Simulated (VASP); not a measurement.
# Tl (P6_3/mmc) in VASP: a series of runs, part 2 of 2

VASP 6.6.1. Earlier steps stand in the parts before.

### 3 Relaxation of cell and atoms, PBEsol

This run uses another cell than the first one, of 28.68 Å³/atom.

The input, INCAR:

```
PREC = Accurate ; ENCUT = 600
EDIFF = 1E-7 ; ISMEAR = 0
SIGMA = 0.05 ; LREAL = F
LASPH = T ; NELM = 100
ALGO = Normal ; ISIF = 3
LWAVE = F ; LCHARG = F
GGA = PS ; IBRION = 2
NSW = 80 ; EDIFFG = -0.01
```

The input, KPOINTS:

```
regular mesh
0
Gamma
  14 14 8
```

The input, POSCAR:

```
Tl
1.0
    3.4600000000      0.0000000000      0.0000000000
   -1.7300000000      2.9964478971      0.0000000000
    0.0000000000      0.0000000000      5.5325400000
Tl
2
Direct
    0.3333333333      0.6666666667      0.7500000000
    0.6666666667      0.3333333333      0.2500000000
```

Potentials or basis: VASP PAW PBE potentials, release 64 (Tl_d).

Started as:

```bash
$ cat potpaw_PBE.64/Tl_d/POTCAR > POTCAR
$ mpirun -np 1 vasp_std > vasp.out
```

OUTCAR:

```text
PREC = Accurate
   ENCUT = 600
   EDIFF = 1E-7
   ISMEAR = 0
   LREAL = F
   LASPH = T
   NELM = 100
   ISIF = 3
   GGA = PS
   IBRION = 2
   NSW = 80
   EDIFFG = -0.01

 ion  position               nearest neighbor table
   1  0.333  0.667  0.750-   2 3.41   2 3.41   2 3.41   2 3.41   2 3.41   2 3.41
   2  0.667  0.333  0.250-   1 3.41   1 3.41   1 3.41   1 3.41   1 3.41   1 3.41

  LATTYP: Found a hexagonal cell.
 ALAT       =     3.4600000000
 C/A-ratio  =     1.5990000000

  Lattice vectors:

 A1 = (   3.4600000000,   0.0000000000,   0.0000000000)
 A2 = (  -1.7300000000,   2.9964478971,   0.0000000000)
 A3 = (   0.0000000000,   0.0000000000,   5.5325400000)

Analysis of symmetry for initial positions (statically):
=====================================================================
 Subroutine PRICEL returns:
 Original cell was already a primitive cell.

 Routine SETGRP: Setting up the symmetry group for a
 hexagonal supercell.

 Subroutine GETGRP returns: Found 24 space group operations
 (whereof 12 operations were pure point group operations)
 out of a pool of 24 trial point group operations.

The static configuration has the point symmetry D_3d.
 The point group associated with its full space group is D_6h.

Analysis of symmetry for dynamics (positions and initial velocities):
=====================================================================
 Subroutine PRICEL returns:
 Original cell was already a primitive cell.

 Routine SETGRP: Setting up the symmetry group for a
 hexagonal supercell.

 Subroutine GETGRP returns: Found 24 space group operations
 (whereof 12 operations were pure point group operations)
 out of a pool of 24 trial point group operations.

The dynamic configuration has the point symmetry D_3d.
 The point group associated with its full space group is D_6h.

 Subroutine INISYM returns: Found 24 space group operations
 (whereof 12 operations are pure point group operations),
[... 120 lines left out ...]
   LORBIT       =      0    0 simple, 1 ext, 2 COOP (PROOUT), +10 PAW based schemes
   GGA     = PS    functional components
   LHFCALC =     F    Hartree Fock is set to
   AEXX    =    0.0000 exact exchange contribution
   IVDW    =     0    specifies the selected vdW correction
   LEPSILON=     F    determine dielectric tensor
   LRPA    =     F    only Hartree local field effects (RPA)
 conjugate gradient relaxation of ions
 non-spin polarized calculation
 Gauss-broadening in eV      SIGMA  =   0.05
  energy-cutoff  :      600.00
  volume of cell :       57.36
 maximum number of plane-waves:      1924
 NGX is ok and might be reduce to    28
   NGX = 13   NGY = 13   NGZ = 23

--------------------------------------- Ionic step        1  -------------------------------------------

 number of electron      25.9999998 magnetization

 Free energy of the ion-electron system (eV)
  ---------------------------------------------------
  ext. energy  EPLUGINS =         0.00000000
  ---------------------------------------------------
  free energy    TOTEN  =        -5.25515085 eV

  energy without entropy =       -5.25350129  energy(sigma->0) =       -5.25432607

------------------------ aborting loop because EDIFF is reached ----------------------------------------

  FORCE on cell =-STRESS in cart. coord.  units (eV):
  Direction    XX          YY          ZZ          XY          YZ          ZX
  --------------------------------------------------------------------------------------
  -------------------------------------------------------------------------------------
  Total       -0.0332641     -0.0332641     -0.0959084      0.0000000      0.0000000      0.0000000
  in kB       -0.9291362     -0.9291362     -2.6789193      0.0000000      0.0000000      0.0000000
  external PRESSURE =      -1.5123973 kB  Pullay stress =       0.0000000 kB
[... 131 lines left out ...]
--------------------------------------- Ionic step        5  -------------------------------------------

 number of electron      26.0000000 magnetization

 Free energy of the ion-electron system (eV)
  ---------------------------------------------------
  ext. energy  EPLUGINS =         0.00000000
  ---------------------------------------------------
  free energy    TOTEN  =        -5.25535581 eV

  energy without entropy =       -5.25380994  energy(sigma->0) =       -5.25458287

 E-fermi :   6.4367     XC(G=0): -10.3743

 val. band max:        6.4309385124   @ k =   0.4286   0.0000   0.2500
 cond. band min:       6.4404424074   @ k =   0.2857   0.1429   0.5000
 fundamental gap:      0.0095038951
 Fermi energy:         6.4367151567

 k-point     1 :       0.0000    0.0000    0.0000
  band No.  band energies     occupation
      1      -5.3523      2.00000
      2      -5.1135      2.00000
      3      -5.0932      2.00000
      4      -5.0932      2.00000
      5      -5.0383      2.00000
      6      -5.0383      2.00000
[... 457 lines left out ...]
      4      -5.0600      2.00000
      5      -5.0071      2.00000
      6      -4.9543      2.00000
[... 9 lines left out ...]
     16       9.0575      0.00000
     17       9.6324      0.00000

 [... further k-points ...]
[... 5 lines left out ...]
  --------------------------------------------------------------------------------------
  -------------------------------------------------------------------------------------
  Total        0.0188874      0.0188874     -0.0134566      0.0000000      0.0000000      0.0000000
  in kB        0.5299111      0.5299111     -0.3775411      0.0000000      0.0000000      0.0000000
  external PRESSURE =       0.2274270 kB  Pullay stress =       0.0000000 kB
[... 17 lines left out ...]
  FREE ENERGIE OF THE ION-ELECTRON SYSTEM (eV)
  ---------------------------------------------------
  free  energy   TOTEN  =        -5.2553558119 eV

  energy  without entropy=       -5.2538099371  energy(sigma->0) =       -5.25458287

 reached required accuracy - stopping structural energy minimisation
```

OSZICAR:

```text
N       E                     dE             d eps       ncg     rms          rms(c)
DAV:   1     0.138827091549E+03    0.13883E+03   -0.15607E+04  4088   0.162E+03
DAV:   2    -0.284935445611E+01   -0.14168E+03   -0.13999E+03  4251   0.318E+02
DAV:   3    -0.531445490853E+01   -0.24651E+01   -0.24502E+01  4956   0.366E+01
DAV:   4    -0.533002883293E+01   -0.15574E-01   -0.15564E-01  4534   0.273E+00
[... 33 lines left out ...]
DAV:   1    -0.525562460664E+01   -0.30941E-03   -0.11118E-02  4221   0.828E-01    0.724E-02
DAV:   2    -0.525544344961E+01    0.18116E-03   -0.14668E-04  4226   0.126E-01    0.419E-02
DAV:   3    -0.525535617387E+01    0.87276E-04   -0.15353E-04  4326   0.122E-01    0.106E-02
DAV:   4    -0.525535587394E+01    0.29992E-06   -0.11787E-05  4252   0.294E-02    0.236E-03
DAV:   5    -0.525535581185E+01    0.62091E-07   -0.49705E-07  4451   0.693E-03
   5 F= -.52553558E+01 E0= -.52545829E+01  d E =-.406084E-04
```

It took 2.2 min on 1 thread of Intel Xeon 6975P-C (Granite Rapids), shared host; peak memory 0.27 GiB.

What came out:

```
Free energy                           : -5.2554 eV
Relaxed volume                        : 28.55 Å³/atom
Relaxed cell                          : a = 3.459 Å, b = 3.459 Å, c = 5.513 Å, α = 90.00°, β = 90.00°, γ = 120.00°
Space group after relaxing (to 0.1 Å) : P6_3/mmc (No. 194)
Energy gained by relaxing             : 0.1 meV/atom
Ionic steps                           : 5
Pressure after relaxing               : 0.0 GPa
Band gap on the k mesh                : zero (bands 13 and 14 overlap by 5.83 eV)
```

Stress tensor (GPa, compression positive):
```
 0.05  0.00  0.00
 0.00  0.05  0.00
 0.00  0.00 -0.04
```

The path:
| step | energy change (eV) | largest force (eV/Å) | pressure (GPa) | volume (Å³) |
| --- | --- | --- | --- | --- |
| 1 | 0.0000 | 0.0000 | -0.15 | 57.36 |
| 2 | -0.0002 | 0.0000 | 0.00 | 57.14 |
| 3 | -0.0002 | 0.0000 | 0.04 | 57.08 |
| 4 | -0.0002 | 0.0000 | 0.03 | 57.09 |
| 5 | -0.0002 | 0.0000 | 0.02 | 57.11 |

Final structure:
```
CELL_PARAMETERS angstrom
3.45854 0.00000 0.00000
-1.72927 2.99519 0.00000
0.00000 0.00000 5.51269
ATOMIC_POSITIONS crystal
Tl 0.33333 0.66667 0.75000
Tl 0.66667 0.33333 0.25000
```

Caveat: the PAW data sets were made with another functional, which shifts forces and pressure a little; spin-orbit coupling is left out, which moves the levels of the heavy elements.
